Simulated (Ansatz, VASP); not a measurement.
**TaMo3: VASP beside Ansatz**

File INCAR:

```
PREC = Accurate
ENCUT = 520
EDIFF = 1E-6
ISMEAR = 0
SIGMA = 0.1
LREAL = F
LASPH = T
NELM = 150
ALGO = Fast
ISIF = 2
LWAVE = F
LCHARG = F
ISPIN = 2
MAGMOM = 0 1 1 1
LORBIT = 11
LMAXMIX = 4
GGA = PE
NBANDS = 38
```

File KPOINTS:

```
Automatic mesh
0
Gamma
  4 4 6
```

Contents of POSCAR:

```
TaMo3
1.0
    4.5048966377      0.0000000000      0.0000000000
    0.0000000000      4.5048966377      0.0000000000
    0.0000000000      0.0000000000      3.2136630130
Ta Mo
1 3
Direct
    0.5000000000      0.5000000000      0.0000000000
    0.0000000000      0.0000000000      0.0000000000
    0.5000000000      0.0000000000      0.5000000000
    0.0000000000      0.5000000000      0.5000000000
```

Input for Ansatz:

```yaml
crystal:
  lattice:
    - [4.5048966377, 0.0, 0.0]
    - [0.0, 4.5048966377, 0.0]
    - [0.0, 0.0, 3.213663013]
  atoms:
    - { symbol: Ta, position: [0.5, 0.5, 0.0] }
    - { symbol: Mo, position: [0.0, 0.0, 0.0], spin: 1.0 }
    - { symbol: Mo, position: [0.5, 0.0, 0.5], spin: 1.0 }
    - { symbol: Mo, position: [0.0, 0.5, 0.5], spin: 1.0 }
basis:
  ecutwfc: 420
kpoints:
  mp_grid: { grid: [4, 4, 6] }
hamiltonian:
  xc: pbe
scf:
  occupations: { method: gaussian, width: 0.1 }
  lower_state_search: "off"
output:
  forces: true
  stress: true
  eigenvalues: true
  populations: true
magnetization:
  spin_polarized: true
```

Change from the starting cell: the structure that the rattled cell fell into.

Alike in both runs: task single point; functional PBE; k mesh 4 × 4 × 6; occupations gaussian, width 0.1 eV; collinear spin.

|  | VASP | Ansatz |
| --- | --- | --- |
| version | VASP 6.6.1 | Ansatz 0.2.0 |
| potentials or method | VASP PAW PBE potentials, release 64 (Ta_pv, Mo_sv), cutoff 520 eV | scalar-relativistic, plane waves, PAW |
| valence electrons in the cell | 53 | 55 |

|  | VASP | Ansatz | Ansatz less VASP |
| --- | --- | --- | --- |
| gap on the k mesh at the Fermi level (eV) | none | none | - |
| pressure (GPa) | 0.3 | -0.1 | -0.38 |
| net moment per atom (μB) | 0.00 | 0.00 | 0.000 |

A gap of «none» marks a metal or a gap that the smearing closes. VASP's potentials hold 53 valence electrons a cell and Ansatz's 55, so a difference there can come from the potentials and not from the codes. Ansatz's warnings: seeded moment not kept.

Spin-orbit coupling is off throughout.
